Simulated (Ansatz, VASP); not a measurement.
# One calculation of NaH, two programs

File INCAR:

```
SYSTEM = NaH
  ALGO = Normal
  EDIFF = 1E-8
  ENCUT = 400
  GGA = PS
  GGA_COMPAT = .False.
  ISIF = 2
  ISMEAR = -1
  LASPH = .True.
  LCHARG = .False.
  LEFG = .True.
  LREAL = .False.
  LWAVE = .False.
  NBANDS = 11
  NELM = 120
  PREC = Accurate
  SIGMA = 0.03
```

The input KPOINTS:

```
k-points
0
Gamma
  9 9 9
  0 0 0
```

The input POSCAR:

```
NaH
1.0
    0.0000000000      2.4644000000      2.4400000000
    2.4644000000      0.0000000000      2.4400000000
    2.4644000000      2.4644000000      0.0000000000
Na H
1 1
Direct
    0.0000000000      0.0000000000      0.0000000000
    0.5000000000      0.5000000000      0.5000000000
```

Input for Ansatz:

```yaml
crystal:
  lattice:
    - [0.0, 2.4644, 2.44]
    - [2.4644, 0.0, 2.44]
    - [2.4644, 2.4644, 0.0]
  atoms:
    - { symbol: Na, position: [0.0, 0.0, 0.0] }
    - { symbol: H, position: [0.5, 0.5, 0.5] }
kpoints:
  mp_grid: { grid: [9, 9, 9] }
scf:
  occupations: { method: fermi_dirac, width: 0.03 }
hamiltonian:
  xc: pbesol
  pseudopotentials: { kind: all_electron, datasets: crystal }
output:
  forces: true
  stress: true
  eigenvalues: true
  efg: { contact_densities: true }
```

Change from the starting cell: equal xx and yy strain of +1 %, crystal datasets.

Alike in both runs: task electric field gradients; functional PBEsol; k mesh 9 × 9 × 9; occupations fermi-dirac, width 0.03 eV; no spin polarisation.

|  | VASP | Ansatz |
| --- | --- | --- |
| version | VASP 6.6.1 | Ansatz 0.2.0 |
| potentials or method | VASP PAW PBE potentials, release 64 (Na_pv, H), cutoff 400 eV | all-electron PAW with datasets made for the crystal, scalar-relativistic |

|  | VASP | Ansatz | Ansatz less VASP |
| --- | --- | --- | --- |
| gap on the k mesh at the Fermi level (eV) | 3.76 | 3.77 | +0.006 |
| pressure (GPa) | -2.0 | -1.6 | +0.45 |
| traceless stress, the component that is largest in VASP (GPa) | 0.17 | 0.16 | -0.005 |
| size of Vzz on the site where it differs most (V/Å²) | 0.9 | 0.8 | -0.06 |

VASP's potentials were made for PBE, not for PBEsol. Ansatz ran all-electron here, and VASP with PAW potentials.
